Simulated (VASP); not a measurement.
Write the native input for VASP 6.6.1 that does the following.

* Task: single point
* Functional: r2SCAN
* Potentials or basis: VASP PAW PBE potentials, release 64 (Y_sv, Se)
* Cutoff: 550 eV
* k mesh: 4 × 4 × 4
* Occupations: gaussian, width 0.1 eV
* Spin: no spin polarisation
* Dipole correction: no
* Further INCAR settings: ALGO = Normal; EDIFF = 1e-06; NBANDS = 16

YSe:

```
Y Se
1.0
     0.00000    2.85150    2.85150
     2.85150    0.00000    2.85150
     2.85150    2.85150    0.00000
Y Se
1 1
Cartesian
  2.8515 2.8515 2.8515
  0.0000 0.0000 0.0000
```

The input as run:

POSCAR

```
YSe
1.0
    0.0000000000      2.8515000000      2.8515000000
    2.8515000000      0.0000000000      2.8515000000
    2.8515000000      2.8515000000      0.0000000000
Y Se
1 1
Direct
    0.5000000000      0.5000000000      0.5000000000
    0.0000000000      0.0000000000      0.0000000000
```

INCAR.step1

```
SYSTEM = YSe
PREC = Accurate
ENCUT = 550
ISMEAR = 0
SIGMA = 0.1
LREAL = .FALSE.
LASPH = .TRUE.
NELM = 120
NBANDS = 16
GGA = PE
ALGO = Normal
EDIFF = 1E-5
LWAVE = .TRUE.
LCHARG = .FALSE.
GGA_COMPAT = .FALSE.
```

INCAR.step2

```
SYSTEM = YSe
PREC = Accurate
ENCUT = 550
EDIFF = 1E-6
ISMEAR = 0
SIGMA = 0.1
LREAL = .FALSE.
LASPH = .TRUE.
NELM = 120
ALGO = Normal
ISIF = 2
LWAVE = .FALSE.
LCHARG = .FALSE.
METAGGA = R2SCAN
LMIXTAU = .TRUE.
NBANDS = 16
ISTART = 1
GGA_COMPAT = .FALSE.
```

KPOINTS

```
regular mesh
0
G
  4 4 4
  0 0 0
```

Potentials or basis: VASP PAW PBE potentials, release 64 (Y_sv, Se).

Command:

```console
$ cat potpaw_PBE.64/Y_sv/POTCAR potpaw_PBE.64/Se/POTCAR > POTCAR
$ cp INCAR.step1 INCAR
$ mpirun -np 1 vasp_std > vasp.out
$ cp INCAR.step2 INCAR
$ mpirun -np 1 vasp_std > vasp.out
```

Results of the run:

```
Pressure : 2.7 GPa
```

Caveat: the k points lie up to 0.48 Å⁻¹ apart; the PAW data sets were made with another functional, which shifts forces and pressure a little.

It took 86 s on 1 thread of Intel Xeon 8259CL, on a shared host, peak memory 0.2 GiB.
